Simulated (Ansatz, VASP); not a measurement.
Two plane-wave programs on Sb2O

```
CELL_PARAMETERS angstrom
-1.56367 1.56367 5.98208
1.56367 -1.56367 5.98208
1.56367 1.56367 -5.98208
ATOMIC_POSITIONS crystal
Sb 0.63021 0.63021 0.00000
Sb 0.36979 0.36979 0.00000
O 0.00000 0.00000 0.00000
```

Change from the starting cell: species swapped into the MnAu2 type (I4/mmm, No. 139).

Alike in both runs: functional PBE; k mesh 6 × 6 × 6; occupations gaussian, width 0.1 eV; no spin polarisation.

Ansatz relaxed the structure, and its values are those at the end. VASP's run is a single point on that final structure, the one shown.

|  | VASP | Ansatz |
| --- | --- | --- |
| version | VASP 6.6.1 | Ansatz 0.2.0 |
| potentials or method | VASP PAW PBE potentials, release 64 (Sb, O), cutoff 520 eV | scalar-relativistic, plane waves, PAW |
| valence electrons in the cell | 16 | 36 |

|  | VASP | Ansatz | Ansatz less VASP |
| --- | --- | --- | --- |
| gap on the k mesh at the Fermi level (eV) | none | none | - |
| pressure (GPa) | -0.2 | 0.2 | +0.43 |
| rms of the force components (eV/Å) | 0.023 | 0.010 | -0.0132 |

A gap of «none» marks a metal or a gap that the smearing closes. VASP's potentials hold 16 valence electrons a cell and Ansatz's 36, so a difference there can come from the potentials and not from the codes.

The k mesh is coarse, so the values compare programs but aren't converged. Spin-orbit coupling is off throughout.
